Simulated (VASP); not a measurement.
RhC2:

```
CELL_PARAMETERS angstrom
0.00000 2.44125 2.44125
2.44125 0.00000 2.44125
2.44125 2.44125 0.00000
ATOMIC_POSITIONS crystal
Rh 0.00000 0.00000 0.00000
C 0.25000 0.25000 0.25000
C 0.75000 0.75000 0.75000
```

Base run:

| Quantity | Value |
| --- | --- |
| Program | VASP 6.6.1 |
| Functional | PBEsol |
| Potentials or basis | VASP PAW PBE potentials, release 64 (Rh_pv, C) |
| Cutoff | 520 eV |
| k mesh | 12 × 12 × 12 |
| Occupations | gaussian, width 0.05 eV |
| Spin | no spin polarisation |
| Hubbard terms | Rh d U = 6.0 eV |

Its results: band gap on the k mesh zero (an odd number of electrons rules out a gap without spin polarisation); pressure -6.9 GPa.

Problem. The run is repeated on the same cell with these changes: hubbard terms from Rh d U = 6.0 eV to none; further incar settings from ALGO = Normal; EDIFF = 1e-06; NBANDS = 18 to ALGO = Normal; EDIFF = 1e-07; NBANDS = 18. What comes out?

Solution. Band gap on the k mesh zero (an odd number of electrons rules out a gap without spin polarisation); pressure -0.2 GPa.

Caveats: the PAW data sets were made with another functional, which shifts forces and pressure a little; the cell stands under tension (at least some runs); U without spin polarisation on a metal has little footing (at least some runs); the U is typed as a test and isn't derived for this compound (at least some runs).
